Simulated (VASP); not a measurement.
Here is a VASP 6.6.1 calculation.

File INCAR:

```
SYSTEM = LiCl
PREC     = Accurate       ! precision mode
ENCUT    = 520            ! plane-wave cutoff, eV
EDIFF    = 1E-6           ! SCF threshold, eV
ISMEAR   = -1             ! smearing method
SIGMA    = 0.1            ! smearing width, eV
LREAL    = .FALSE.        ! projectors in reciprocal space
LASPH    = .TRUE.         ! aspherical terms in the spheres
NELM     = 100            ! most SCF steps
ALGO     = Normal         ! electronic algorithm
ISIF     = 2              ! what is computed and relaxed
LWAVE    = .FALSE.        ! write WAVECAR
LCHARG   = .FALSE.        ! write CHGCAR
GGA      = PS             ! functional
NBANDS   = 12             ! bands
```

File KPOINTS:

```
Automatic mesh
0
G
  16 16 16
  0 0 0
```

POSCAR

```
LiCl
1.0
    0.0000000000      2.5314058748      2.5314058748
    2.5314058748      0.0000000000      2.5314058748
    2.5314058748      2.5314058748      0.0000000000
Li Cl
1 1
Direct
    0.0000000000      0.0000000000      0.0000000000
    0.5000000000      0.5000000000      0.5000000000
```

Potentials or basis: VASP PAW PBE potentials, release 64 (Li_sv, Cl).

Run with:

```bash
$ cat potpaw_PBE.64/Li_sv/POTCAR potpaw_PBE.64/Cl/POTCAR > POTCAR
$ mpirun -np 1 vasp_std > vasp.out
```

(1) Predict the band gap on the k mesh.

## Answers

(1) 6.36 eV.
